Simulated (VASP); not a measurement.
Runs of VASP 6.6.1 on Ir. The structure is that of space group P6_3/mmc (No. 194), or close to it. The cells are those of the table. This isn't the form of Ir at room conditions, which is fcc.

```csv
task,cell,cutoff (eV),smearing,gap on the mesh (eV),pressure (GPa)
electric field gradients,"a = 2.721, b = 2.721, c = 4.410 Å, angles 90.0, 90.0, 120.0°, 2 atoms",420,fermi-dirac 0.15 eV,none,-2.3
single point,"a = 2.721, b = 2.721, c = 4.410 Å, angles 90.0, 90.0, 120.0°, 2 atoms",560,fermi-dirac 0.15 eV,none,-1.8
single point,"a = 2.662, b = 2.662, c = 4.321 Å, angles 90.0, 90.0, 120.0°, 2 atoms",560,gaussian 0.1 eV,none,(a)
single point,"a = 2.691, b = 2.691, c = 4.365 Å, angles 90.0, 90.0, 120.0°, 2 atoms",560,gaussian 0.1 eV,none,10.7
single point,"a = 2.703, b = 2.703, c = 4.382 Å, angles 90.0, 90.0, 120.0°, 2 atoms",560,fermi-dirac 0.15 eV,none,6.2
single point,"a = 2.714, b = 2.714, c = 4.399 Å, angles 90.0, 90.0, 120.0°, 2 atoms",560,fermi-dirac 0.15 eV,none,(b)
single point,"a = 2.740, b = 2.740, c = 4.438 Å, angles 90.0, 90.0, 120.0°, 2 atoms",560,fermi-dirac 0.15 eV,none,-9.0
```

Alike in all rows: level PBEsol; no spin polarisation; k mesh 18 × 18 × 10.

**Question.** Estimate the missing entries.

**Answer.** (a) 25.8; (b) 1.2.

Caveats: the PAW data sets were made with another functional, which shifts forces and pressure a little; spin-orbit coupling is left out, which moves the levels of the heavy elements; the cell stands under pressure (at least some runs); the cell stands under tension (at least some runs).

A k mesh can miss the band edges, and the runs leave out spin-orbit coupling on Ir.

A gap of «none» marks levels without a gap at the run's occupations.
